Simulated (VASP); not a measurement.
# Lu4ZrO (I4/mmm) in VASP: notebook

Runs on Lu4ZrO. Level: PBE. Tasks: single point, relaxation of cell and atoms.

All numbers are computed with VASP 6.6.1; they aren't measurements. Logs are shortened: lines on timing, memory, paths and dates and some standing lists are left out, and cuts for length are marked.

## Step 1: The cell of the first run

Symmetry: I4/mmm, No. 139, tetragonal system. The conventional cell has a = 5.784 Å, b = 5.784 Å, c = 7.781 Å, α = 90.00°, β = 90.00°, γ = 90.00°. Lu (site symmetry 2/m) has 2 Zr at 2.82 Å and 2 O at 2.82 Å and 4 Lu at 2.89 Å within 3.7 Å. Within 3.7 Å of Zr (site symmetry 4/mmm) lie 8 Lu at 2.82 Å. Within 3.7 Å of O (site symmetry 4/mmm) lie 8 Lu at 2.82 Å.

## Step 2: Single point, PBE

INCAR reads:

```
SYSTEM = Lu4ZrO
  PREC = Accurate
  ENCUT = 520
  EDIFF = 1E-7
  ISMEAR = 0
  SIGMA = 0.1
  LREAL = .False.
  LASPH = .True.
  NELM = 60
  ALGO = Normal
  ISIF = 2
  LWAVE = .False.
  LCHARG = .False.
  GGA = PE
  NBANDS = 68
```

KPOINTS reads:

```
Automatic mesh
0
Gamma
  4 4 4
  0 0 0
```

POSCAR reads:

```
Lu4ZrO
1.0
   -2.8917594600      2.8917594600      3.8906705300
    2.8917594600     -2.8917594600      3.8906705300
    2.8917594600      2.8917594600     -3.8906705300
Lu Zr O
4 1 1
Direct
    0.5000000000      0.5000000000      0.5000000000
    0.0000000000      0.0000000000      0.5000000000
    0.5000000000      0.0000000000      0.0000000000
    0.0000000000      0.5000000000      0.0000000000
    0.5000000000      0.5000000000      0.0000000000
    0.0000000000      0.0000000000      0.0000000000
```

Potentials or basis: VASP PAW PBE potentials, release 64 (Lu, Zr_sv, O).

The run is started by

```bash
$ cat potpaw_PBE.64/Lu/POTCAR potpaw_PBE.64/Zr_sv/POTCAR potpaw_PBE.64/O/POTCAR > POTCAR
$ mpirun -np 1 vasp_std > vasp.out
```

OUTCAR:

```text
SYSTEM = Lu4ZrO
   PREC = Accurate
   ENCUT = 520
   EDIFF = 1E-7
   ISMEAR = 0
   LREAL = .False.
   LASPH = .True.
   NELM = 60
   ISIF = 2
   GGA = PE

 ion  position               nearest neighbor table
   1  0.500  0.500  0.500-   5 2.82   6 2.82   5 2.82   6 2.82   3 2.89   3 2.89   4 2.89   4 2.89

   2  0.000  0.000  0.500-   5 2.82   6 2.82   6 2.82   5 2.82   3 2.89   4 2.89   3 2.89   4 2.89

   3  0.500  0.000  0.000-   5 2.82   6 2.82   5 2.82   6 2.82   1 2.89   1 2.89   2 2.89   2 2.89

   4  0.000  0.500  0.000-   5 2.82   6 2.82   6 2.82   5 2.82   1 2.89   2 2.89   2 2.89   1 2.89

   5  0.500  0.500  0.000-   1 2.82   2 2.82   3 2.82   4 2.82   1 2.82   3 2.82   4 2.82   2 2.82

   6  0.000  0.000  0.000-   1 2.82   2 2.82   3 2.82   4 2.82   2 2.82   4 2.82   3 2.82   1 2.82

  LATTYP: Found a body centered tetragonal cell.
 ALAT       =     5.7835189200
 C/A-ratio  =     1.3454336655

  Lattice vectors:

 A1 = (  -2.8917594600,   2.8917594600,   3.8906705300)
 A2 = (   2.8917594600,  -2.8917594600,   3.8906705300)
 A3 = (   2.8917594600,   2.8917594600,  -3.8906705300)

Analysis of symmetry for initial positions (statically):
=====================================================================
 Subroutine PRICEL returns:
 Original cell was already a primitive cell.

 Routine SETGRP: Setting up the symmetry group for a
 body centered tetragonal supercell.

 Subroutine GETGRP returns: Found 16 space group operations
 (whereof 16 operations were pure point group operations)
 out of a pool of 16 trial point group operations.

The static configuration has the point symmetry D_4h.

Analysis of symmetry for dynamics (positions and initial velocities):
=====================================================================
 Subroutine PRICEL returns:
 Original cell was already a primitive cell.

 Routine SETGRP: Setting up the symmetry group for a
 body centered tetragonal supercell.

 Subroutine GETGRP returns: Found 16 space group operations
 (whereof 16 operations were pure point group operations)
 out of a pool of 16 trial point group operations.

The dynamic configuration has the point symmetry D_4h.

 Subroutine INISYM returns: Found 16 space group operations
 (whereof 16 operations are pure point group operations),
 and found     1 'primitive' translations

----------------------------------------------------------------------------------------

                                     Primitive cell

  volume of cell :     130.1394

  direct lattice vectors                    reciprocal lattice vectors
    -2.891759460  2.891759460  3.890670530     0.000000000  0.172905114  0.128512552
     2.891759460 -2.891759460  3.890670530     0.172905114  0.000000000  0.128512552
     2.891759460  2.891759460 -3.890670530     0.172905114  0.172905114  0.000000000

  length of vectors
     5.644631319  5.644631319  5.644631319     0.215433643  0.215433643  0.244524758

  position of ions in fractional coordinates (direct lattice)
     0.500000000  0.500000000  0.500000000
     1.000000000  1.000000000  0.500000000
     0.500000000  0.000000000  0.000000000
     0.000000000  0.500000000  0.000000000
     0.500000000  0.500000000  0.000000000
     0.000000000  0.000000000  0.000000000

  ion indices of the primitive-cell ions
   primitive index   ion index
                 1           1
                 2           2
                 3           3
                 4           4
                 5           5
                 6           6

----------------------------------------------------------------------------------------

 KPOINTS: Automatic mesh

Automatic generation of k-mesh.
 Grid dimensions read from file:
 generate k-points for:    4    4    4

 Generating k-lattice:

  Cartesian coordinates                     Fractional coordinates (reciprocal lattice)
     0.000000000  0.043226279  0.032128138     0.250000000  0.000000000 -0.000000000
     0.043226279  0.000000000  0.032128138     0.000000000  0.250000000 -0.000000000
     0.043226279  0.043226279  0.000000000     0.000000000  0.000000000  0.250000000

  Length of vectors
     0.053858411  0.053858411  0.061131189

  Shift w.r.t. Gamma in fractional coordinates (k-lattice)
     0.000000000  0.000000000  0.000000000

 Subroutine IBZKPT returns following result:
 ===========================================

 Found     13 irreducible k-points:

 Following reciprocal coordinates:
            Coordinates               Weight
  0.000000  0.000000  0.000000      1.000000
  0.250000  0.000000  0.000000      8.000000
  0.500000  0.000000  0.000000      4.000000
  0.250000  0.250000  0.000000      8.000000
  0.500000  0.250000  0.000000     16.000000
 -0.250000  0.250000  0.000000      4.000000
  0.500000  0.500000  0.000000      2.000000
  0.250000  0.250000  0.250000      2.000000
 -0.250000  0.250000  0.250000      4.000000
  0.500000  0.500000  0.250000      4.000000
 -0.250000  0.500000  0.250000      8.000000
 -0.250000 -0.250000  0.250000      2.000000
  0.500000  0.500000  0.500000      1.000000
   k-points           NKPTS =     13   k-points in BZ     NKDIM =     13   number of bands    NBANDS=     68
   number of dos      NEDOS =    301   number of ions     NIONS =      6
   total plane-waves  NPLWV =  74088
   dimension x,y,z NGX =    42 NGY =   42 NGZ =   42
   dimension x,y,z NGXF=    84 NGYF=   84 NGZF=   84
   ions per type =               4   1   1
   NGX,Y,Z   is equivalent  to a cutoff of  12.37, 12.37, 12.37 a.u.
   NGXF,Y,Z  is equivalent  to a cutoff of  24.74, 24.74, 24.74 a.u.
 SYSTEM =  Lu4ZrO
   PREC   = accura    normal or accurate (medium, high low for compatibility)
   ISTART =      0    job   : 0-new  1-cont  2-samecut
   ICHARG =      2    charge: 1-file 2-atom 10-const
   ISPIN  =      1    spin polarized calculation?
   LNONCOLLINEAR =      F non collinear calculations
   LSORBIT =      F    spin-orbit coupling
   LASPH  =      T    aspherical Exc in radial PAW
   ENCUT  =  520.0 eV  38.22 Ry    6.18 a.u.  10.50 10.50 10.50*2*pi/ulx,y,z
   NELM   =     60;   NELMIN=  2; NELMDL= -5     # of ELM steps
   EDIFF  = 0.1E-06   stopping-criterion for ELM
   LREAL  =      F    real-space projection
   EDIFFG = 0.1E-05   stopping-criterion for IOM
   NSW    =      0    number of steps for IOM
   IBRION =     -1    ionic relax: 0-MD 1-quasi-New 2-CG
   NFREE  =      0    steps in history (QN), initial steepest desc. (CG)
   ISIF   =      2    stress and relaxation
   ISYM   =      2    0-nonsym 1-usesym 2-fastsym
   POTIM  = 0.5000    time-step for ionic-motion
   TEBEG  =    0.0;   TEEND  =   0.0 temperature during run
   PSTRESS=    0.0 pullay stress
   NELECT =     118.0000    total number of electrons
   NUPDOWN=      -1.0000    fix difference up-down
   EMIN   =  10.00;   EMAX   =-10.00  energy-range for DOS
   EFERMI =   0.00;   METHOD = LEGACY
   ISMEAR =     0;   SIGMA  =   0.10  broadening in eV -4-tet -1-fermi 0-gaus
   EFERMI_NEDOS =   21; number of points for ismear=-14 and -15
   IALGO  =     38    algorithm
   IMIX   =      4    mixing-type and parameters
     AMIX     =   0.40;   BMIX     =  1.00
     AMIX_MAG =   1.60;   BMIX_MAG =  1.00
  volume/ion in A,a.u.               =      21.69       146.37
  Fermi-wavevector in a.u.,A,eV,Ry     =   1.584526  2.994319 34.160435  2.510721
  Thomas-Fermi vector in A             =   2.684130
   LORBIT       =      0    0 simple, 1 ext, 2 COOP (PROOUT), +10 PAW based schemes
   GGA     = PE    functional components
   LHFCALC =     F    Hartree Fock is set to
   AEXX    =    0.0000 exact exchange contribution
   IVDW    =     0    specifies the selected vdW correction
   LEPSILON=     F    determine dielectric tensor
   LRPA    =     F    only Hartree local field effects (RPA)
 non-spin polarized calculation
 Gauss-broadening in eV      SIGMA  =   0.10
  energy-cutoff  :      520.00
  volume of cell :      130.14
 maximum number of plane-waves:      3519
 NGX is ok and might be reduce to    42
   NGX = 21   NGY = 21   NGZ = 21

 number of electron     118.0000006 magnetization

 Free energy of the ion-electron system (eV)
  ---------------------------------------------------
  ext. energy  EPLUGINS =         0.00000000
  ---------------------------------------------------
  free energy    TOTEN  =       -28.51793214 eV

  energy without entropy =      -28.48939839  energy(sigma->0) =      -28.50366526

 E-fermi :   3.8167     XC(G=0): -11.2013

 val. band max:        3.8153625883   @ k =   0.5000   0.5000   0.2500
 cond. band min:       3.8198674057   @ k =   0.5000   0.2500   0.0000
 fundamental gap:      0.0045048174
 Fermi energy:         3.8167163200

 k-point     1 :       0.0000    0.0000    0.0000
  band No.  band energies     occupation
      1     -52.3695      2.00000
      2     -52.2710      2.00000
      3     -52.2710      2.00000
      4     -52.1807      2.00000
      5     -43.9259      2.00000
      6     -24.1822      2.00000
[... 60 lines left out ...]
     67       8.0922      0.00000
     68       8.0923      0.00000

 k-point     2 :       0.2500    0.0000    0.0000
  band No.  band energies     occupation
      1     -52.3550      2.00000
      2     -52.2854      2.00000
      3     -52.2579      2.00000
      4     -52.1941      2.00000
      5     -43.9277      2.00000
      6     -24.0361      2.00000
[... 60 lines left out ...]
     67       6.9162      0.00000
     68       7.1119      0.00000

 k-point     3 :       0.5000    0.0000    0.0000
  band No.  band energies     occupation
      1     -52.3204      2.00000
      2     -52.3198      2.00000
      3     -52.2262      2.00000
      4     -52.2261      2.00000
      5     -43.9296      2.00000
      6     -23.9145      2.00000
[... 699 lines left out ...]
     67       6.7136      0.00000
     68       6.9860      0.00000

 k-point    13 :       0.5000    0.5000    0.5000
  band No.  band energies     occupation
      1     -52.3661      2.00000
      2     -52.2730      2.00000
      3     -52.2730      2.00000
      4     -52.1790      2.00000
      5     -43.9334      2.00000
      6     -23.8252      2.00000
[... 60 lines left out ...]
     67       6.2135      0.00000
     68       6.2321      0.00000

------------------------ aborting loop because EDIFF is reached ----------------------------------------

  FORCE on cell =-STRESS in cart. coord.  units (eV):
  Direction    XX          YY          ZZ          XY          YZ          ZX
  --------------------------------------------------------------------------------------
  -------------------------------------------------------------------------------------
  Total       16.5993814     16.5993814     -3.8342781      0.0000000     -0.0000000      0.0000000
  in kB      204.3589720    204.3589720    -47.2047185      0.0000000     -0.0000000      0.0000000
  external PRESSURE =     120.5044085 kB  Pullay stress =       0.0000000 kB

 VOLUME and BASIS-vectors are now :
 -----------------------------------------------------------------------------
  energy-cutoff  :      520.00
  volume of cell :      130.14
      direct lattice vectors                 reciprocal lattice vectors
    -2.891759460  2.891759460  3.890670530     0.000000000  0.172905114  0.128512552
     2.891759460 -2.891759460  3.890670530     0.172905114  0.000000000  0.128512552
     2.891759460  2.891759460 -3.890670530     0.172905114  0.172905114  0.000000000

 POSITION                                       TOTAL-FORCE (eV/Angst)
 -----------------------------------------------------------------------------------
      1.44588      1.44588      1.94534         0.000000     -0.000000      0.000000
      1.44588      1.44588     -1.94534        -0.000000      0.000000      0.000000
     -1.44588      1.44588      1.94534        -0.000000     -0.000000      0.000000
      1.44588     -1.44588      1.94534        -0.000000      0.000000     -0.000000
      0.00000      0.00000      3.89067         0.000000     -0.000000     -0.000000
      0.00000      0.00000      0.00000         0.000000     -0.000000      0.000000
 -----------------------------------------------------------------------------------
    total drift:                               -0.000000     -0.000000      0.000000

  FREE ENERGIE OF THE ION-ELECTRON SYSTEM (eV)
  ---------------------------------------------------
  free  energy   TOTEN  =       -28.5179321407 eV

  energy  without entropy=      -28.4893983858  energy(sigma->0) =      -28.50366526
```

Wall time 2.3 min (1 thread of Intel Xeon Platinum 8488C (Sapphire Rapids), shared host); peak memory 0.31 GiB.

Results:

- Free energy: -28.5179 eV
- Pressure: 12.1 GPa
- Band gap on the k mesh: zero (band 59 reaches 3.91 eV, above the bottom of band 60 at 3.16 eV)

Stress tensor (GPa, compression positive):
```
20.44  0.00  0.00
 0.00 20.44  0.00
 0.00  0.00 -4.72
```

Caveat: the k points lie up to 0.38 Å⁻¹ apart; spin-orbit coupling is left out, which moves the levels of the heavy elements.

## Step 3: Single point, PBE

This run uses another cell than the first one, of 25.81 Å³/atom, 1.190 times its volume.

INCAR reads:

```
PREC = Accurate ; ENCUT = 520
EDIFF = 1E-6 ; ISMEAR = 0
SIGMA = 0.1 ; LREAL = False
LASPH = True ; NELM = 80
ALGO = Normal ; ISIF = 2
LWAVE = False ; LCHARG = True
GGA = PE ; LELF = True
LVHAR = True ; NBANDS = 68
```

KPOINTS reads:

```
Automatic mesh
0
Gamma
  4 4 4
```

Changes to POSCAR since step 2:

```diff
@@ -2,5 +2,5 @@
 1.0
-   -2.8917594600      2.8917594600      3.8906705300
-    2.8917594600     -2.8917594600      3.8906705300
-    2.8917594600      2.8917594600     -3.8906705300
+   -3.3265267797      3.3265267797      3.4982756239
+    3.3265267797     -3.3265267797      3.4982756239
+    3.3265267797      3.3265267797     -3.4982756239
 Lu Zr O
```

Potentials or basis: VASP PAW PBE potentials, release 64 (Lu, Zr_sv, O).

The run is started by

```bash
$ cat potpaw_PBE.64/Lu/POTCAR potpaw_PBE.64/Zr_sv/POTCAR potpaw_PBE.64/O/POTCAR > POTCAR
$ mpirun -np 1 vasp_std > vasp.out
```

Wall time 2.8 min (1 thread of Intel Xeon Platinum 8488C (Sapphire Rapids), shared host); peak memory 0.39 GiB.

The run converged. Its results:

```yaml
Free_energy: -30.8223 eV
Pressure: 0.3 GPa
Band_gap_on_the_k_mesh: zero (band 59 reaches 3.37 eV, above the bottom of band 60 at 2.59 eV)
```

Stress tensor (GPa, compression positive):
```
0.34 0.00 0.00
0.00 0.34 0.00
0.00 0.00 0.25
```

Levels at points of the mesh, in eV from the Fermi level:
| k point | band 56 | band 57 | band 58 | band 59 | band 60 | band 61 | band 62 | band 63 |
| --- | --- | --- | --- | --- | --- | --- | --- | --- |
| (0.00, 0.00, 0.00) | -2.11 | -2.04 | -1.84 | -1.09 | -0.52 | 0.64 | 1.34 | 1.34 |
| (0.50, 0.00, 0.00) | -1.15 | -0.28 | -0.25 | -0.14 | -0.08 | 0.19 | 0.88 | 1.01 |
| (0.50, 0.50, 0.00) | -0.99 | -0.76 | -0.34 | 0.13 | 0.32 | 0.42 | 0.45 | 0.76 |
| (0.50, 0.50, 0.50) | -1.12 | -0.96 | 0.22 | 0.26 | 0.43 | 0.43 | 0.74 | 1.12 |

Caveat: spin-orbit coupling is left out, which moves the levels of the heavy elements.

## Step 4: Relaxation of cell and atoms, PBE

INCAR reads:

```
SYSTEM = Lu4ZrO
  PREC = Accurate
  ENCUT = 600
  EDIFF = 1E-6
  ISMEAR = 0
  SIGMA = 0.1
  LREAL = .FALSE.
  LASPH = .TRUE.
  NELM = 100
  ALGO = Normal
  ISIF = 3
  LWAVE = .FALSE.
  LCHARG = .FALSE.
  GGA = PE
  IBRION = 2
  NSW = 90
  EDIFFG = -0.04
```

KPOINTS reads:

```
Automatic mesh
0
G
  4 4 4
  0 0 0
```

Changes to POSCAR since step 3:

```diff
@@ -2,5 +2,5 @@
 1.0
-   -3.3265267797      3.3265267797      3.4982756239
-    3.3265267797     -3.3265267797      3.4982756239
-    3.3265267797      3.3265267797     -3.4982756239
+   -2.8917594600      2.8917594600      3.8906705300
+    2.8917594600     -2.8917594600      3.8906705300
+    2.8917594600      2.8917594600     -3.8906705300
 Lu Zr O
```

The run is started by

```bash
$ cat potpaw_PBE.64/Lu/POTCAR potpaw_PBE.64/Zr_sv/POTCAR potpaw_PBE.64/O/POTCAR > POTCAR
$ mpirun -np 1 vasp_std > vasp.out
```

It took 17 min on 1 thread of Intel Xeon Platinum 8488C (Sapphire Rapids), shared host; peak memory 0.42 GiB.

Results (log left out):

```yaml
Free_energy: -30.8079 eV
Relaxed_volume: 25.85 Å³/atom
Relaxed_cell: a = 5.866 Å, b = 5.866 Å, c = 5.866 Å, α = 110.94°, β = 110.94°, γ = 106.58°
Space_group_after_relaxing_to_0.05_Å: I4/mmm (No. 139)
Energy_gained_by_relaxing: 381.1 meV/atom
Ionic_steps: 6
Pressure_after_relaxing: 0.1 GPa
Band_gap_on_the_k_mesh: zero (band 59 reaches 3.36 eV, above the bottom of band 60 at 2.59 eV)
```

Stress tensor (GPa, compression positive):
```
0.21 0.00 0.00
0.00 0.21 0.00
0.00 0.00 0.00
```

The path:
| step | energy change (eV) | largest force (eV/Å) | pressure (GPa) | volume (Å³) |
| --- | --- | --- | --- | --- |
| 1 | 0.0000 | 0.0000 | 12.15 | 130.14 |
| 2 | -2.0587 | 0.0000 | -1.79 | 162.34 |
| 3 | -2.0690 | 0.0000 | -2.62 | 166.18 |
| 4 | -2.0695 | 0.0000 | -2.48 | 164.96 |
| 5 | -2.2711 | 0.0000 | -0.57 | 157.52 |
| 6 | -2.2864 | 0.0000 | 0.14 | 155.09 |

Final structure:
```cif
data_structure
_symmetry_space_group_name_H-M 'P 1'
_symmetry_Int_Tables_number 1
_cell_length_a 5.8660
_cell_length_b 5.8660
_cell_length_c 5.8660
_cell_angle_alpha 110.938
_cell_angle_beta 110.938
_cell_angle_gamma 106.576
_cell_volume 155.09
loop_
_atom_site_label
_atom_site_type_symbol
_atom_site_fract_x
_atom_site_fract_y
_atom_site_fract_z
_atom_site_occupancy
Lu1 Lu 0.50000 0.50000 0.50000 1
Lu2 Lu 0.00000 0.00000 0.50000 1
Lu3 Lu 0.50000 0.00000 0.00000 1
Lu4 Lu 0.00000 0.50000 0.00000 1
Zr1 Zr 0.50000 0.50000 0.00000 1
O1 O 0.00000 0.00000 0.00000 1
```

Levels at points of the mesh, in eV from the Fermi level:
```csv
k point,band 55,band 56,band 57,band 58,band 59,band 60,band 61,band 62,band 63,band 64
"(0.00, 0.00, 0.00)",-2.11,-2.11,-2.04,-1.83,-1.08,-0.51,0.64,1.33,1.33,1.93
"(0.50, 0.00, 0.00)",-1.47,-1.15,-0.28,-0.25,-0.14,-0.08,0.19,0.88,1.00,1.03
"(0.50, 0.50, 0.00)",-1.63,-0.99,-0.75,-0.34,0.13,0.32,0.42,0.46,0.77,1.02
"(0.50, 0.50, 0.50)",-1.49,-1.12,-0.97,0.21,0.26,0.44,0.44,0.73,1.12,1.12
```

Caveat: the k points lie up to 0.33 Å⁻¹ apart in the final cell; the volume moved by over 15 % at a fixed basis, so the end points are rough; spin-orbit coupling is left out, which moves the levels of the heavy elements.

## Step 5: The runs side by side

```csv
task,cell,cutoff (eV),gap on the mesh (eV),pressure (GPa)
single point,"a = 5.645 Å, angles 118.4, 118.4, 92.9°, 6 atoms",520,none,12.1
single point,"a = 5.863 Å, angles 110.9, 110.9, 106.7°, 6 atoms",520,none,0.3
relaxation of cell and atoms,"relaxed from a = 5.645 Å, angles 118.4, 118.4, 92.9°, 6 atoms",600,none,0.1
```

Alike in all rows: level PBE; potentials or basis VASP PAW PBE potentials, release 64 (Lu, Zr_sv, O); no spin polarisation; k mesh 4 × 4 × 4; smearing gaussian 0.1 eV.

Caveats: some runs use coarse meshes; spin-orbit coupling is left out, which moves the levels of the heavy elements; the volume moved by over 15 % at a fixed basis, so the end points are rough (some runs).

Absolute energies hang on the potentials; compare differences alone.
